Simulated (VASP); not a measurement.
# TaAs in VASP: further runs, part 2 of 2

VASP 6.6.1. The steps go on from the part before.

### Step 4. Relaxation of cell and atoms, PBE

This run uses another cell than the first one, of 21.57 Å³/atom, 1.295 times its volume.

File INCAR:

```
SYSTEM = TaAs
PREC = Accurate ; ENCUT = 600
EDIFF = 1E-7 ; ISMEAR = 0
SIGMA = 0.1 ; LREAL = .FALSE.
LASPH = .TRUE. ; NELM = 100
ALGO = Normal ; ISIF = 3
LWAVE = .FALSE. ; LCHARG = .FALSE.
GGA = PE ; IBRION = 2
NSW = 90 ; EDIFFG = -0.04
```

File KPOINTS:

```
Automatic mesh
0
G
  6 6 6
  0 0 0
```

File POSCAR:

```
TaAs
1.0
    3.4468317000      0.0000000000      0.0000000000
    0.0000000000      3.4468317000      0.0000000000
    0.0000000000      0.0000000000      3.6310153400
Ta As
1 1
Direct
    0.5000000000      0.5000000000      0.0000000000
    0.0000000000      0.0000000000      0.5000000000
```

Command:

```bash
cat potpaw_PBE.64/Ta_pv/POTCAR potpaw_PBE.64/As/POTCAR > POTCAR
mpirun -np 1 vasp_std > vasp.out
```

Wall time 44 s (1 thread of Intel Xeon 6975P-C (Granite Rapids), shared host); peak memory 0.19 GiB.

The run converged. Its results:

```
Free energy                            : -16.9915 eV
Relaxed volume                         : 16.68 Å³/atom
Relaxed cell                           : a = 3.221 Å, b = 3.221 Å, c = 3.217 Å, α = 90.00°, β = 90.00°, γ = 90.00°
Space group after relaxing (to 0.05 Å) : Pm-3m (No. 221)
Energy gained by relaxing              : 512.0 meV/atom
Ionic steps                            : 6
Pressure after relaxing                : 0.1 GPa
Band gap on the k mesh                 : zero (band 8 reaches 10.61 eV, above the bottom of band 9 at 7.32 eV)
```

Stress tensor (GPa, compression positive):
```
0.08 0.00 0.00
0.00 0.08 0.00
0.00 0.00 0.23
```

Step by step:
| step | energy change (eV) | largest force (eV/Å) | pressure (GPa) | volume (Å³) |
| --- | --- | --- | --- | --- |
| 1 | 0.0000 | 0.0000 | -25.48 | 43.14 |
| 2 | 0.9130 | 0.0000 | 96.39 | 25.04 |
| 3 | -1.0081 | 0.0000 | -2.62 | 33.90 |
| 4 | -1.0131 | 0.0000 | -0.62 | 33.51 |
| 5 | -1.0138 | 0.0000 | 0.39 | 33.32 |
| 6 | -1.0241 | 0.0000 | 0.13 | 33.36 |

Final structure:
```yaml
crystal:
  lattice:
    - [3.22051, 0.00000, 0.00000]
    - [0.00000, 3.22051, 0.00000]
    - [0.00000, 0.00000, 3.21679]
  atoms:
    - { symbol: Ta, position: [0.50000, 0.50000, 0.00000] }
    - { symbol: As, position: [0.00000, 0.00000, 0.50000] }
```

Levels at points of the mesh, in eV from the Fermi level:
| k point | band 5 | band 6 | band 7 | band 8 | band 9 | band 10 | band 11 | band 12 |
| --- | --- | --- | --- | --- | --- | --- | --- | --- |
| (0.00, 0.00, 0.00) | -3.07 | -3.07 | -0.04 | -0.04 | -0.02 | 1.99 | 2.00 | 2.00 |
| (0.50, 0.00, 0.00) | -8.28 | -2.38 | -2.36 | -2.10 | 2.36 | 3.57 | 5.69 | 6.56 |
| (0.50, 0.50, 0.00) | -4.87 | -4.87 | -3.28 | 0.04 | 0.04 | 1.93 | 2.19 | 3.95 |
| (0.00, 0.00, 0.50) | -8.28 | -2.38 | -2.38 | -2.09 | 2.35 | 3.59 | 5.69 | 6.56 |
| (0.50, 0.00, 0.50) | -4.88 | -4.87 | -3.28 | 0.03 | 0.03 | 1.92 | 2.17 | 3.96 |
| (0.50, 0.50, 0.50) | -6.40 | -6.39 | -6.39 | 2.87 | 2.87 | 2.87 | 4.11 | 4.12 |

Caveat: the volume moved by over 15 % at a fixed basis, so the end points are rough; spin-orbit coupling is left out, which moves the levels of the heavy elements.

### Step 5. Single point, PBE

This run uses another cell than the first one, of 16.61 Å³/atom, 0.997 times its volume.

File INCAR:

```
ALGO     = Normal         # electronic algorithm
EDIFF    = 1E-7           # SCF threshold, eV
ENCUT    = 520            # plane-wave cutoff, eV
GGA      = PE             # functional
ISIF     = 2              # what is computed and relaxed
ISMEAR   = 0              # smearing method
LASPH    = T              # aspherical terms in the spheres
LCHARG   = F              # write CHGCAR
LREAL    = F              # projectors in reciprocal space
LWAVE    = F              # write WAVECAR
NBANDS   = 15             # bands
NELM     = 80             # most SCF steps
PREC     = Accurate       # precision mode
SIGMA    = 0.1            # smearing width, eV
```

File KPOINTS:

```
k-points
0
Gamma
  18 18 18
```

File POSCAR:

```
TaAs
1.0
    3.2146747727      0.0000000000      0.0000000000
    0.0000000000      3.2146747727      0.0000000000
    0.0000000000      0.0000000000      3.2146747727
Ta As
1 1
Direct
    0.5000000000      0.5000000000      0.5000000000
    0.0000000000      0.0000000000      0.0000000000
```

Potentials or basis: VASP PAW PBE potentials, release 64 (Ta_pv, As).

Command:

```bash
cat potpaw_PBE.64/Ta_pv/POTCAR potpaw_PBE.64/As/POTCAR > POTCAR
mpirun -np 1 vasp_std > vasp.out
```

OUTCAR:

```text
EDIFF = 1E-7
   ENCUT = 520
   GGA = PE
   ISIF = 2
   ISMEAR = 0
   LASPH = T
   LREAL = F
   NELM = 80
   PREC = Accurate

 ion  position               nearest neighbor table
   1  0.500  0.500  0.500-   2 2.78   2 2.78   2 2.78   2 2.78   2 2.78   2 2.78   2 2.78   2 2.78

   2  0.000  0.000  0.000-   1 2.78   1 2.78   1 2.78   1 2.78   1 2.78   1 2.78   1 2.78   1 2.78

  LATTYP: Found a simple cubic cell.
 ALAT       =     3.2146747727

  Lattice vectors:

 A1 = (   3.2146747727,   0.0000000000,   0.0000000000)
 A2 = (   0.0000000000,   3.2146747727,   0.0000000000)
 A3 = (   0.0000000000,   0.0000000000,   3.2146747727)

Analysis of symmetry for initial positions (statically):
=====================================================================
 Subroutine PRICEL returns:
 Original cell was already a primitive cell.

 Routine SETGRP: Setting up the symmetry group for a
 simple cubic supercell.

 Subroutine GETGRP returns: Found 48 space group operations
 (whereof 48 operations were pure point group operations)
 out of a pool of 48 trial point group operations.

The static configuration has the point symmetry O_h .

[... 176 lines left out ...]
      7       7.7313      0.77474
      8       7.7313      0.77474
      9       7.7313      0.77474
     10       9.8186      0.00000
     11       9.8186      0.00000
     12       9.8186      0.00000
     13      11.3955      0.00000
     14      18.3450      0.00000
[... 401 lines left out ...]
      2     -27.1520      2.00000
      3     -27.1159      2.00000
      4      -4.9574      2.00000
      5       1.1581      2.00000
      6       4.8803      2.00000
      7       5.9100      2.00000
      8       5.9629      2.00000
      9       9.5671      0.00000
     10       9.6076      0.00000
     11      11.7283      0.00000
     12      13.1430      0.00000
     13      14.7517      0.00000
     14      16.1191      0.00000
     15      17.4199      0.00000

 [... further k-points ...]

------------------------ aborting loop because EDIFF is reached ----------------------------------------

  FORCE on cell =-STRESS in cart. coord.  units (eV):
  Direction    XX          YY          ZZ          XY          YZ          ZX
  --------------------------------------------------------------------------------------
  -------------------------------------------------------------------------------------
  Total        0.0830865      0.0830865      0.0830865     -0.0000000      0.0000000     -0.0000000
  in kB        4.0070982      4.0070982      4.0070982     -0.0000000      0.0000000     -0.0000000
  external PRESSURE =       4.0070982 kB  Pullay stress =       0.0000000 kB

 VOLUME and BASIS-vectors are now :
 -----------------------------------------------------------------------------
  energy-cutoff  :      520.00
  volume of cell :       33.22
      direct lattice vectors                 reciprocal lattice vectors
     3.214674773  0.000000000  0.000000000     0.311073459  0.000000000  0.000000000
     0.000000000  3.214674773  0.000000000     0.000000000  0.311073459  0.000000000
     0.000000000  0.000000000  3.214674773     0.000000000  0.000000000  0.311073459

 POSITION                                       TOTAL-FORCE (eV/Angst)
 -----------------------------------------------------------------------------------
      1.60734      1.60734      1.60734         0.000000      0.000000      0.000000
      0.00000      0.00000      0.00000         0.000000      0.000000      0.000000
 -----------------------------------------------------------------------------------
    total drift:                                0.000000     -0.000000     -0.000000

  FREE ENERGIE OF THE ION-ELECTRON SYSTEM (eV)
  ---------------------------------------------------
  free  energy   TOTEN  =       -17.0059478279 eV

  energy  without entropy=      -17.0023841731  energy(sigma->0) =      -17.00416600
```

It took 22 s on 1 thread of Intel Xeon 6975P-C (Granite Rapids), shared host; peak memory 0.23 GiB.

What came out:

```yaml
Free_energy: -17.0059 eV
Pressure: 0.4 GPa
Band_gap_on_the_k_mesh: zero (band 8 reaches 10.67 eV, above the bottom of band 9 at 7.32 eV)
```

Caveat: spin-orbit coupling is left out, which moves the levels of the heavy elements.

### Step 6. Relaxation of cell and atoms, PBE

File INCAR:

```
  ALGO = Normal
  EDIFF = 1E-7
  EDIFFG = -0.01
  ENCUT = 600
  GGA = PE
  IBRION = 2
  ISIF = 3
  ISMEAR = 0
  LASPH = True
  LCHARG = False
  LREAL = False
  LWAVE = False
  NELM = 80
  NSW = 100
  PREC = Accurate
  SIGMA = 0.1
```

KPOINTS is that of step 5.

File POSCAR:

```
TaAs
1.0
    3.2175998679      0.0000000000      0.0000000000
    0.0000000000      3.2175998679      0.0000000000
    0.0000000000      0.0000000000      3.2175998679
Ta As
1 1
Direct
    0.5000000000      0.5000000000      0.5000000000
    0.0000000000      0.0000000000      0.0000000000
```

Potentials or basis: VASP PAW PBE potentials, release 64 (Ta_pv, As).

Command:

```bash
cat potpaw_PBE.64/Ta_pv/POTCAR potpaw_PBE.64/As/POTCAR > POTCAR
mpirun -np 1 vasp_std > vasp.out
```

OUTCAR:

```text
EDIFF = 1E-7
   EDIFFG = -0.01
   ENCUT = 600
   GGA = PE
   IBRION = 2
   ISIF = 3
   ISMEAR = 0
   LASPH = True
   LREAL = False
   NELM = 80
   NSW = 100
   PREC = Accurate

 ion  position               nearest neighbor table
   1  0.500  0.500  0.500-   2 2.79   2 2.79   2 2.79   2 2.79   2 2.79   2 2.79   2 2.79   2 2.79

   2  0.000  0.000  0.000-   1 2.79   1 2.79   1 2.79   1 2.79   1 2.79   1 2.79   1 2.79   1 2.79

  LATTYP: Found a simple cubic cell.
 ALAT       =     3.2175998679

  Lattice vectors:

 A1 = (   3.2175998679,   0.0000000000,   0.0000000000)
 A2 = (   0.0000000000,   3.2175998679,   0.0000000000)
 A3 = (   0.0000000000,   0.0000000000,   3.2175998679)

Analysis of symmetry for initial positions (statically):
=====================================================================
 Subroutine PRICEL returns:
 Original cell was already a primitive cell.

 Routine SETGRP: Setting up the symmetry group for a
 simple cubic supercell.

 Subroutine GETGRP returns: Found 48 space group operations
 (whereof 48 operations were pure point group operations)
 out of a pool of 48 trial point group operations.

[... 180 lines left out ...]
      8       7.6995      0.80146
      9       7.6995      0.80146
     10       9.7823      0.00000
     11       9.7823      0.00000
     12       9.7823      0.00000
[... 331 lines left out ...]
 k-point    24 :       0.3333    0.1111    0.0000
  band No.  band energies     occupation
      1     -27.3872      2.00000
      2     -27.1872      2.00000
      3     -27.1515      2.00000
      4      -4.9719      2.00000
      5       1.1416      2.00000
      6       4.8598      2.00000
      7       5.8859      2.00000
      8       5.9403      2.00000
      9       9.5299      0.00000
     10       9.5725      0.00000
     11      11.6832      0.00000
     12      13.0949      0.00000

 [... further k-points ...]

------------------------ aborting loop because EDIFF is reached ----------------------------------------

  FORCE on cell =-STRESS in cart. coord.  units (eV):
  Direction    XX          YY          ZZ          XY          YZ          ZX
  --------------------------------------------------------------------------------------
  -------------------------------------------------------------------------------------
  Total       -0.0157161     -0.0157161     -0.0157161      0.0000000      0.0000000     -0.0000000
  in kB       -0.7558899     -0.7558899     -0.7558899      0.0000000      0.0000000     -0.0000000
  external PRESSURE =      -0.7558899 kB  Pullay stress =       0.0000000 kB

 VOLUME and BASIS-vectors are now :
 -----------------------------------------------------------------------------
  energy-cutoff  :      600.00
  volume of cell :       33.31
      direct lattice vectors                 reciprocal lattice vectors
     3.217599868  0.000000000  0.000000000     0.310790664  0.000000000  0.000000000
     0.000000000  3.217599868  0.000000000     0.000000000  0.310790664  0.000000000
     0.000000000  0.000000000  3.217599868     0.000000000  0.000000000  0.310790664

 POSITION                                       TOTAL-FORCE (eV/Angst)
 -----------------------------------------------------------------------------------
      1.60880      1.60880      1.60880         0.000000      0.000000      0.000000
      0.00000      0.00000      0.00000         0.000000      0.000000      0.000000
 -----------------------------------------------------------------------------------
    total drift:                                0.000000      0.000000      0.000000

  FREE ENERGIE OF THE ION-ELECTRON SYSTEM (eV)
  ---------------------------------------------------
  free  energy   TOTEN  =       -17.0065602051 eV

  energy  without entropy=      -17.0029731640  energy(sigma->0) =      -17.00476668

 reached required accuracy - stopping structural energy minimisation
```

OSZICAR:

```text
N       E                     dE             d eps       ncg     rms          rms(c)
DAV:   1     0.884125810546E+02    0.88413E+02   -0.97157E+03  5280   0.145E+03
DAV:   2    -0.147962004258E+02   -0.10321E+03   -0.98772E+02  5932   0.312E+02
DAV:   3    -0.178653204847E+02   -0.30691E+01   -0.29066E+01  6796   0.442E+01
DAV:   4    -0.179130411715E+02   -0.47721E-01   -0.47559E-01  6080   0.488E+00
DAV:   5    -0.179136080132E+02   -0.56684E-03   -0.56651E-03  6768   0.473E-01    0.135E+01
DAV:   6    -0.170564004215E+02    0.85721E+00   -0.20963E+00  6252   0.128E+01    0.569E+00
DAV:   7    -0.170174742817E+02    0.38926E-01   -0.12167E-01  6444   0.310E+00    0.241E+00
DAV:   8    -0.170065848566E+02    0.10889E-01   -0.20402E-02  6300   0.106E+00    0.172E-01
DAV:   9    -0.170065588095E+02    0.26047E-04   -0.78970E-04  6376   0.233E-01    0.797E-02
DAV:  10    -0.170065652188E+02   -0.64093E-05   -0.13837E-04  6184   0.130E-01    0.150E-02
DAV:  11    -0.170065610435E+02    0.41753E-05   -0.88292E-06  6336   0.348E-02    0.801E-03
DAV:  12    -0.170065602682E+02    0.77531E-06   -0.25443E-07  6128   0.567E-03    0.504E-04
DAV:  13    -0.170065602051E+02    0.63086E-07   -0.29759E-08  3512   0.157E-03
   1 F= -.17006560E+02 E0= -.17004767E+02  d E =-.170066E+02
```

It took 35 s on 1 thread of Intel Xeon 6975P-C (Granite Rapids), shared host; peak memory 0.26 GiB.

Results:

```
Free energy             : -17.0066 eV
Pressure after relaxing : -0.1 GPa
Band gap on the k mesh  : zero (band 8 reaches 10.63 eV, above the bottom of band 9 at 7.29 eV)
```

Final structure:
```cif
data_structure
_symmetry_space_group_name_H-M 'P 1'
_symmetry_Int_Tables_number 1
_cell_length_a 3.2176
_cell_length_b 3.2176
_cell_length_c 3.2176
_cell_angle_alpha 90.000
_cell_angle_beta 90.000
_cell_angle_gamma 90.000
_cell_volume 33.31
loop_
_atom_site_label
_atom_site_type_symbol
_atom_site_fract_x
_atom_site_fract_y
_atom_site_fract_z
_atom_site_occupancy
Ta1 Ta 0.50000 0.50000 0.50000 1
As1 As 0.00000 0.00000 0.00000 1
```

Levels at points of the mesh, in eV from the Fermi level:
```tsv
k point	band 4	band 5	band 6	band 7	band 8	band 9	band 10	band 11	band 12
(0.00, 0.00, 0.00)	-14.33	-2.98	-2.98	0.02	0.02	0.02	2.10	2.10	2.10
(0.50, 0.00, 0.00)	-11.84	-8.22	-2.31	-2.31	-2.01	2.46	3.68	5.75	6.64
(0.50, 0.50, 0.00)	-11.44	-4.82	-4.82	-3.20	0.12	0.12	1.97	2.27	4.07
(0.50, 0.50, 0.50)	-9.11	-6.34	-6.34	-6.34	2.95	2.95	2.95	4.23	4.23
```

Caveat: the relaxation stopped at its first step, so nothing moved; spin-orbit coupling is left out, which moves the levels of the heavy elements.

### Step 7. Summary

```csv
task,cell,k mesh,cutoff (eV),gap on the mesh (eV),pressure (GPa)
single point,"a = 3.216, b = 3.216, c = 3.220 Å, 2 atoms",6 × 6 × 6,520,none,0.4
single point,"a = 3.447, b = 3.447, c = 3.631 Å, 2 atoms",6 × 6 × 6,520,none,-25.5
relaxation of cell and atoms,"relaxed from a = 3.447, b = 3.447, c = 3.631 Å, 2 atoms",6 × 6 × 6,600,none,0.1
single point,"a = 3.215 Å, 2 atoms",18 × 18 × 18,520,none,0.4
relaxation of cell and atoms,"relaxed from a = 3.218 Å, 2 atoms",18 × 18 × 18,600,none,-0.1
```

Alike in all rows: level PBE; potentials or basis VASP PAW PBE potentials, release 64 (Ta_pv, As); no spin polarisation; smearing gaussian 0.1 eV.

Caveats: spin-orbit coupling is left out, which moves the levels of the heavy elements; the volume moved by over 15 % at a fixed basis, so the end points are rough (some runs); the relaxation stopped at its first step, so nothing moved (some runs).

Absolute energies hang on the potentials; compare differences alone.
